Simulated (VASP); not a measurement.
Set up this calculation in VASP 6.6.1, as the native input.

```yaml
Task: single point
Functional: PBE
Potentials_or_basis: VASP PAW PBE potentials, release 64 (Ca_sv)
Cutoff: 500 eV
k_mesh: 6 × 6 × 6
Occupations: gaussian, width 0.1 eV
Spin: no spin polarisation
Dipole_correction: no
Further_INCAR_settings: ALGO = Normal; EDIFF = 1e-06; NBANDS = 11
```

The structure of Ca lies in POSCAR:

```
Ca
1.0
    0.0000000000      2.8005000000      2.8005000000
    2.8005000000      0.0000000000      2.8005000000
    2.8005000000      2.8005000000      0.0000000000
Ca
1
Direct
    0.0000000000      0.0000000000      0.0000000000
```

One way to write it, as run:

INCAR

```
SYSTEM = Ca
  ALGO = Normal
  EDIFF = 1E-6
  ENCUT = 500
  GGA = PE
  GGA_COMPAT = .FALSE.
  ISIF = 2
  ISMEAR = 0
  LASPH = .TRUE.
  LCHARG = .TRUE.
  LELF = .TRUE.
  LREAL = .FALSE.
  LVHAR = .TRUE.
  LWAVE = .FALSE.
  NBANDS = 11
  NELM = 120
  PREC = Accurate
  SIGMA = 0.1
```

KPOINTS

```
k-points
0
G
  6 6 6
  0 0 0
```

Potentials or basis: VASP PAW PBE potentials, release 64 (Ca_sv).

Launch:

```sh
$ cat potpaw_PBE.64/Ca_sv/POTCAR > POTCAR
$ mpirun -np 1 vasp_std > vasp.out
```

Results of the run:

```
Pressure               : -0.7 GPa
Band gap on the k mesh : zero (bands 5 and 6 overlap by 0.20 eV)
```

Wall time 4.2 s on 1 thread of Intel(R) Xeon(R) 6975P-C (Granite Rapids) (shared host), peak memory 0.16 GiB.
